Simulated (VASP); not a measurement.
# Si6HC7 in VASP: single point with PBE+D3(BJ)

Aim: the single point of Si6HC7 with PBE+D3(BJ).

All numbers are computed with VASP 6.6.1; they aren't measurements. Logs are shortened: lines on timing, memory, paths and dates and some standing lists are left out, and cuts for length are marked.

### Step 1. The cell of the first run

The cell holds a slab with vacuum, 28 atoms: a = 6.150 Å, b = 6.150 Å, c = 26.971 Å, α = 90.00°, β = 90.00°, γ = 120.00°.

### Step 2. Single point, PBE+D3(BJ)

Contents of INCAR:

```
PREC = Accurate
ENCUT = 520
EDIFF = 1E-6
ISMEAR = 0
SIGMA = 0.05
LREAL = Auto
LASPH = True
NELM = 60
ALGO = Normal
ISIF = 2
LWAVE = False
LCHARG = False
LDIPOL = True
IDIPOL = 3
DIPOL = 0.5 0.5 0.441
GGA = PE
IVDW = 12
NBANDS = 73
```

Contents of KPOINTS:

```
Automatic mesh
0
Gamma
  3 3 1
```

Contents of POSCAR:

```
Si6HC7
1.0
    6.1499993378      0.0000000000      0.0000000000
   -3.0749996689      5.3260556598      0.0000000000
    0.0000000000      0.0000000000     26.9712351110
C Si H
14 12 2
Direct
    0.5000000000      0.0000000000      0.2966122970
    0.5000000000      0.5000000000      0.2966122970
    0.0000000000      0.0000000000      0.2966122970
    0.0000000000      0.5000000000      0.2966122970
    0.6666666667      0.8333333333      0.3897013493
    0.6666666667      0.3333333333      0.3897013493
    0.1666666667      0.8333333333      0.3897013493
    0.1666666667      0.3333333333      0.3897013493
    0.8360209322      0.6720418645      0.4847856654
    0.8360209322      0.1639790678      0.4847856654
    0.3333333333      0.6666666667      0.4850498703
    0.3279581355      0.1639790678      0.4847856654
    0.0000000000      0.0000000000      0.7021056938
    0.0000000000      0.0000000000      0.6573322247
    0.1666666667      0.8333333333      0.3198845601
    0.1666666667      0.3333333333      0.3198845601
    0.6666666667      0.8333333333      0.3198845601
    0.6666666667      0.3333333333      0.3198845601
    0.3333333333      0.6666666667      0.4105496843
    0.3331976023      0.1665988012      0.4115689822
    0.8334011988      0.6668023977      0.4115689822
    0.8334011988      0.1665988012      0.4115689822
    0.5015051693      0.4984948307      0.4981639120
    0.5015051693      0.0030103386      0.4981639120
   -0.0030103386      0.4984948307      0.4981639120
    0.0000000000      0.0000000000      0.5147391757
    0.0000000000      0.0000000000      0.7417810100
    0.0000000000      0.0000000000      0.6172968576
```

Potentials or basis: VASP PAW PBE potentials, release 64 (C, Si, H).

Started as:

```bash
> cat potpaw_PBE.64/C/POTCAR potpaw_PBE.64/Si/POTCAR potpaw_PBE.64/H/POTCAR > POTCAR
> mpirun -np 1 vasp_std > vasp.out
```

OUTCAR:

```text
PREC = Accurate
   ENCUT = 520
   EDIFF = 1E-6
   ISMEAR = 0
   LREAL = Auto
   LASPH = True
   NELM = 60
   ISIF = 2
   GGA = PE
   IVDW = 12
 IVDW          = 12

 ion  position               nearest neighbor table
   1  0.500  0.000  0.297-  15 1.88  18 1.88  17 1.88
   2  0.500  0.500  0.297-  16 1.88  17 1.88  18 1.88
   3  0.000  0.000  0.297-  17 1.88  16 1.88  15 1.88
   4  0.000  0.500  0.297-  18 1.88  15 1.88  16 1.88
   5  0.667  0.833  0.390-  19 1.86  21 1.87  22 1.87  17 1.88
   6  0.667  0.333  0.390-  22 1.87  20 1.87  21 1.87  18 1.88
   7  0.167  0.833  0.390-  19 1.86  21 1.87  20 1.87  15 1.88
   8  0.167  0.333  0.390-  19 1.86  20 1.87  22 1.87  16 1.88
   9  0.836  0.672  0.485-  23 1.82  25 1.82  26 1.92  21 1.97
  10  0.836  0.164  0.485-  24 1.82  25 1.82  26 1.92  22 1.97
  11  0.333  0.667  0.485-  25 1.83  24 1.83  23 1.83  19 2.01
  12  0.328  0.164  0.485-  23 1.82  24 1.82  26 1.92  20 1.97
  13  0.000  0.000  0.702-  27 1.07  14 1.21
  14  0.000  0.000  0.657-  28 1.08  13 1.21
  15  0.167  0.833  0.320-   7 1.88   1 1.88   4 1.88   3 1.88  19 3.02  21 3.04  20 3.04  17 3.07
                            17 3.07  16 3.07  16 3.07  18 3.07  18 3.07
  16  0.167  0.333  0.320-   8 1.88   2 1.88   3 1.88   4 1.88  19 3.02  20 3.04  22 3.04  18 3.07
                            18 3.07  17 3.07  15 3.07  15 3.07  17 3.07
  17  0.667  0.833  0.320-   5 1.88   3 1.88   2 1.88   1 1.88  19 3.02  21 3.04  22 3.04  15 3.07
                            15 3.07  16 3.07  18 3.07  18 3.07  16 3.07
  18  0.667  0.333  0.320-   6 1.88   4 1.88   1 1.88   2 1.88  22 3.04  20 3.04  21 3.04  16 3.07
                            16 3.07  15 3.07  17 3.07  17 3.07  15 3.07
  19  0.333  0.667  0.411-   7 1.86   5 1.86   8 1.86  11 2.01  25 2.97  24 2.97  23 2.97  15 3.02
                            17 3.02  16 3.02  21 3.08  21 3.08  22 3.08  20 3.08  20 3.08  22 3.08
  20  0.333  0.167  0.412-   8 1.87   7 1.87   6 1.87  12 1.97  23 2.93  24 2.93  16 3.04  15 3.04
                            18 3.04  22 3.07  21 3.07  19 3.08  19 3.08  22 3.08  21 3.08
  21  0.833  0.667  0.412-   5 1.87   7 1.87   6 1.87   9 1.97  23 2.93  25 2.93  17 3.04  15 3.04
                            18 3.04  20 3.07  22 3.07  19 3.08  19 3.08  22 3.08  20 3.08
  22  0.833  0.167  0.412-   8 1.87   5 1.87   6 1.87  10 1.97  24 2.93  25 2.93  16 3.04  17 3.04
                            18 3.04  20 3.07  21 3.07  19 3.08  19 3.08  20 3.08  21 3.08
  23  0.502  0.498  0.498-   9 1.82  12 1.82  11 1.83  21 2.93  20 2.93  19 2.97  25 3.05  24 3.05
                            25 3.10  24 3.10  26 3.11  26 3.11
  24  0.502  0.003  0.498-  10 1.82  12 1.82  11 1.83  22 2.93  20 2.93  19 2.97  23 3.05  25 3.05
                            23 3.10  25 3.10  26 3.11  26 3.11
  25  0.997  0.498  0.498-  10 1.82   9 1.82  11 1.83  22 2.93  21 2.93  19 2.97  23 3.05  24 3.05
                            23 3.10  24 3.10  26 3.11  26 3.11
  26  0.000  0.000  0.515-  12 1.92   9 1.92  10 1.92  24 3.11  24 3.11  25 3.11  23 3.11  23 3.11
                            25 3.11
  27  0.000  0.000  0.742-  13 1.07
  28  0.000  0.000  0.617-  14 1.08

  LATTYP: Found a hexagonal cell.
 ALAT       =     6.1499993378
 C/A-ratio  =     4.3855671569

  Lattice vectors:

 A1 = (   6.1499993378,   0.0000000000,   0.0000000000)
 A2 = (  -3.0749996689,   5.3260556598,   0.0000000000)
 A3 = (   0.0000000000,   0.0000000000,  26.9712351110)

Analysis of symmetry for initial positions (statically):
=====================================================================
 Subroutine PRICEL returns:
 Original cell was already a primitive cell.

 Routine SETGRP: Setting up the symmetry group for a
 hexagonal supercell.

 Subroutine GETGRP returns: Found  6 space group operations
 (whereof  6 operations were pure point group operations)
 out of a pool of 24 trial point group operations.

The static configuration has the point symmetry C_3v.

Analysis of symmetry for dynamics (positions and initial velocities):
=====================================================================
 Subroutine PRICEL returns:
 Original cell was already a primitive cell.

 Routine SETGRP: Setting up the symmetry group for a
 hexagonal supercell.

 Subroutine GETGRP returns: Found  6 space group operations
 (whereof  6 operations were pure point group operations)
 out of a pool of 24 trial point group operations.

The dynamic configuration has the point symmetry C_3v.

 Subroutine INISYM returns: Found  6 space group operations
 (whereof  6 operations are pure point group operations),
 and found     1 'primitive' translations

----------------------------------------------------------------------------------------

                                     Primitive cell

  volume of cell :     883.4492

  direct lattice vectors                    reciprocal lattice vectors
     6.149999338  0.000000000  0.000000000     0.162601644  0.093878103  0.000000000
    -3.074999669  5.326055660  0.000000000     0.000000000  0.187756205  0.000000000
     0.000000000  0.000000000 26.971235111     0.000000000  0.000000000  0.037076537

  length of vectors
     6.149999338  6.149999338 26.971235111     0.187756205  0.187756205  0.037076537

  position of ions in fractional coordinates (direct lattice)
     0.500000000  0.000000000  0.296612297
     0.500000000  0.500000000  0.296612297
     0.000000000  0.000000000  0.296612297
     0.000000000  0.500000000  0.296612297
     0.666666667  0.833333333  0.389701349
     0.666666667  0.333333333  0.389701349
[... 20 lines left out ...]
     0.000000000  0.000000000  0.741781010
     0.000000000  0.000000000  0.617296858

  ion indices of the primitive-cell ions
   primitive index   ion index
                 1           1
                 2           2
                 3           3
                 4           4
                 5           5
                 6           6
[... 20 lines left out ...]
                27          27
                28          28

----------------------------------------------------------------------------------------

 KPOINTS: Automatic mesh

Automatic generation of k-mesh.
 Grid dimensions read from file:
 generate k-points for:    3    3    1

 Generating k-lattice:

  Cartesian coordinates                     Fractional coordinates (reciprocal lattice)
     0.054200548  0.031292701  0.000000000     0.333333333  0.000000000  0.000000000
     0.000000000  0.062585402  0.000000000     0.000000000  0.333333333  0.000000000
     0.000000000  0.000000000  0.037076537     0.000000000  0.000000000  1.000000000

  Length of vectors
     0.062585402  0.062585402  0.037076537

  Shift w.r.t. Gamma in fractional coordinates (k-lattice)
     0.000000000  0.000000000  0.000000000

 Subroutine IBZKPT returns following result:
 ===========================================

 Found      3 irreducible k-points:

 Following reciprocal coordinates:
            Coordinates               Weight
  0.000000  0.000000  0.000000      1.000000
  0.333333 -0.000000  0.000000      6.000000
  0.333333  0.333333  0.000000      2.000000
   k-points           NKPTS =      3   k-points in BZ     NKDIM =      3   number of bands    NBANDS=     73
   number of dos      NEDOS =    301   number of ions     NIONS =     28
   total plane-waves  NPLWV = 483840
   dimension x,y,z NGX =    48 NGY =   48 NGZ =  210
   dimension x,y,z NGXF=    96 NGYF=   96 NGZF=  420
   ions per type =              14  12   2
   NGX,Y,Z   is equivalent  to a cutoff of  12.98, 12.98, 12.94 a.u.
   NGXF,Y,Z  is equivalent  to a cutoff of  25.95, 25.95, 25.89 a.u.
 SYSTEM =  unknown system
   PREC   = accura    normal or accurate (medium, high low for compatibility)
   ISTART =      0    job   : 0-new  1-cont  2-samecut
   ICHARG =      2    charge: 1-file 2-atom 10-const
   ISPIN  =      1    spin polarized calculation?
   LNONCOLLINEAR =      F non collinear calculations
   LSORBIT =      F    spin-orbit coupling
   LASPH  =      T    aspherical Exc in radial PAW
   ENCUT  =  520.0 eV  38.22 Ry    6.18 a.u.  11.43 11.43 50.15*2*pi/ulx,y,z
   NELM   =     60;   NELMIN=  2; NELMDL= -5     # of ELM steps
   EDIFF  = 0.1E-05   stopping-criterion for ELM
   LREAL  =      T    real-space projection
   EDIFFG = 0.1E-04   stopping-criterion for IOM
   NSW    =      0    number of steps for IOM
   IBRION =     -1    ionic relax: 0-MD 1-quasi-New 2-CG
   NFREE  =      0    steps in history (QN), initial steepest desc. (CG)
   ISIF   =      2    stress and relaxation
   ISYM   =      2    0-nonsym 1-usesym 2-fastsym
   POTIM  = 0.5000    time-step for ionic-motion
   TEBEG  =    0.0;   TEEND  =   0.0 temperature during run
   PSTRESS=    0.0 pullay stress
   NELECT =     106.0000    total number of electrons
   NUPDOWN=      -1.0000    fix difference up-down
   EMIN   =  10.00;   EMAX   =-10.00  energy-range for DOS
   EFERMI =   0.00;   METHOD = LEGACY
   ISMEAR =     0;   SIGMA  =   0.05  broadening in eV -4-tet -1-fermi 0-gaus
   EFERMI_NEDOS =   21; number of points for ismear=-14 and -15
   IALGO  =     38    algorithm
   IMIX   =      4    mixing-type and parameters
     AMIX     =   0.40;   BMIX     =  1.00
     AMIX_MAG =   1.60;   BMIX_MAG =  1.00
  volume/ion in A,a.u.               =      31.55       212.92
  Fermi-wavevector in a.u.,A,eV,Ry     =   0.807451  1.525861  8.870690  0.651977
  Thomas-Fermi vector in A             =   1.916073
   LORBIT       =      0    0 simple, 1 ext, 2 COOP (PROOUT), +10 PAW based schemes
   GGA     = PE    functional components
   LHFCALC =     F    Hartree Fock is set to
   AEXX    =    0.0000 exact exchange contribution
   IVDW    =    12    specifies the selected vdW correction
   LEPSILON=     F    determine dielectric tensor
   LRPA    =     F    only Hartree local field effects (RPA)
 non-spin polarized calculation
 Gauss-broadening in eV      SIGMA  =   0.05
  energy-cutoff  :      520.00
  volume of cell :      883.45
 maximum number of plane-waves:     23837
 NGX is ok and might be reduce to    48
   NGX = 23   NGY = 23   NGZ =101

 dipolmoment           0.000000      0.000000      1.124271 electrons x Angstroem

 number of electron     106.0000000 magnetization

 dipolmoment           0.000000      0.000000     -0.421114 electrons x Angstroem

 Free energy of the ion-electron system (eV)
  ---------------------------------------------------
  ext. energy  EPLUGINS =         0.00000000
  ---------------------------------------------------
  free energy    TOTEN  =      -187.78663347 eV

  energy without entropy =     -187.77225789  energy(sigma->0) =     -187.77944568

 E-fermi :  -1.2405     XC(G=0):  -4.3931

 val. band max:       -1.2683236974   @ k =   0.3333   0.3333   0.0000
 cond. band min:      -1.1683803593   @ k =   0.0000   0.0000   0.0000
 fundamental gap:      0.0999433381
 Fermi energy:        -1.2404811679

 k-point     1 :       0.0000    0.0000    0.0000
  band No.  band energies     occupation
      1     -17.6976      2.00000
      2     -16.2318      2.00000
      3     -14.9668      2.00000
      4     -14.5870      2.00000
      5     -14.4232      2.00000
      6     -14.4232      2.00000
[... 57 lines left out ...]
     64       2.6575      0.00000
     65       2.6575      0.00000

 k-point     2 :       0.3333   -0.0000    0.0000
  band No.  band energies     occupation
      1     -17.2312      2.00000
      2     -15.9041      2.00000
      3     -15.7594      2.00000
      4     -14.9661      2.00000
      5     -14.7513      2.00000
      6     -14.6987      2.00000
[... 57 lines left out ...]
     64       2.8836      0.00000
     65       3.1105      0.00000

 k-point     3 :       0.3333    0.3333    0.0000
  band No.  band energies     occupation
      1     -16.4576      2.00000
      2     -16.3601      2.00000
      3     -16.1063      2.00000
      4     -15.0012      2.00000
      5     -14.9660      2.00000
      6     -14.9163      2.00000
[... 57 lines left out ...]
     64       3.0702      0.00000
     65       3.2686      0.00000
 [bands above 65 left out]

------------------------ aborting loop because EDIFF is reached ----------------------------------------

 vacuum level on the upper side and lower side of the slab       (xc-potential included)        -1.207         1.069

 Edisp (eV)   -5.67992

 E8    (eV) :    -2.1967

  FORCE on cell =-STRESS in cart. coord.  units (eV):
  Direction    XX          YY          ZZ          XY          YZ          ZX
  --------------------------------------------------------------------------------------
  -------------------------------------------------------------------------------------
  Total       2.03105     2.03105     1.99834    -0.00000     0.00000    -0.00000
  in kB       3.68341     3.68341     3.62409    -0.00000     0.00000    -0.00000
  external pressure =        3.66 kB  Pullay stress =        0.00 kB

 VOLUME and BASIS-vectors are now :
 -----------------------------------------------------------------------------
  energy-cutoff  :      520.00
  volume of cell :      883.45
      direct lattice vectors                 reciprocal lattice vectors
     6.149999338  0.000000000  0.000000000     0.162601644  0.093878103  0.000000000
    -3.074999669  5.326055660  0.000000000     0.000000000  0.187756205  0.000000000
     0.000000000  0.000000000 26.971235111     0.000000000  0.000000000  0.037076537

 POSITION                                       TOTAL-FORCE (eV/Angst)
 -----------------------------------------------------------------------------------
      3.07500      0.00000      8.00000         0.000000     -0.140255      2.143700
      1.53750      2.66303      8.00000        -0.121465      0.070128      2.143700
      0.00000      0.00000      8.00000        -0.000000      0.000000      2.253505
     -1.53750      2.66303      8.00000         0.121465      0.070128      2.143700
      1.53750      4.43838     10.51073         0.165432      0.095512      1.056963
      3.07500      1.77535     10.51073        -0.000000      0.000000      0.923569
[... 20 lines left out ...]
      0.00000      0.00000     20.00675        -0.000000      0.000000     -0.017887
      0.00000      0.00000     16.64926        -0.000000      0.000000      0.016608
 -----------------------------------------------------------------------------------
    total drift:                               -0.000000      0.000000      0.015699

  FREE ENERGIE OF THE ION-ELECTRON SYSTEM (eV)
  ---------------------------------------------------
  free  energy   TOTEN  =      -193.4665544158 eV

  energy  without entropy=     -193.4521788374  energy(sigma->0) =     -193.45936663

 vacuum level on the upper side and lower side of the slab         3.089         5.410
```

Run time: 15 min. Hardware: 1 thread of Intel Xeon 8259CL, shared host; peak memory 0.97 GiB.

Results:

```
Free energy                : -193.4666 eV
Largest force              : 3.192 eV/Å
Band gap on the k mesh     : zero (bands 53 and 54 overlap by 0.01 eV)
Dispersion energy per atom : -0.203 eV
```

Forces on the atoms (eV/Å):
```
C    0.000 -0.140  2.144
C   -0.121  0.070  2.144
C    0.000  0.000  2.254
C    0.121  0.070  2.144
C    0.165  0.096  1.057
C    0.000  0.000  0.924
C   -0.165  0.096  1.057
C    0.000 -0.191  1.057
C    0.000 -0.005 -0.002
C   -0.005  0.003 -0.002
C    0.000  0.000  0.001
C    0.005  0.003 -0.002
C    0.000  0.000  0.091
C    0.000  0.000 -0.114
Si   0.032 -0.018 -3.192
Si   0.000  0.037 -3.192
Si  -0.032 -0.018 -3.192
Si   0.000  0.000 -3.181
Si   0.000  0.000  0.018
Si   0.000  0.000  0.007
Si   0.000  0.000  0.007
Si   0.000  0.000  0.007
Si  -0.005  0.003 -0.008
Si   0.000 -0.005 -0.008
Si   0.005  0.003 -0.008
Si   0.000  0.000 -0.007
H    0.000  0.000 -0.018
H    0.000  0.000  0.017
```

Caveat: the k points lie up to 0.39 Å⁻¹ apart.

The gap in the log of VASP goes by the Fermi energy; the results here count the filled bands.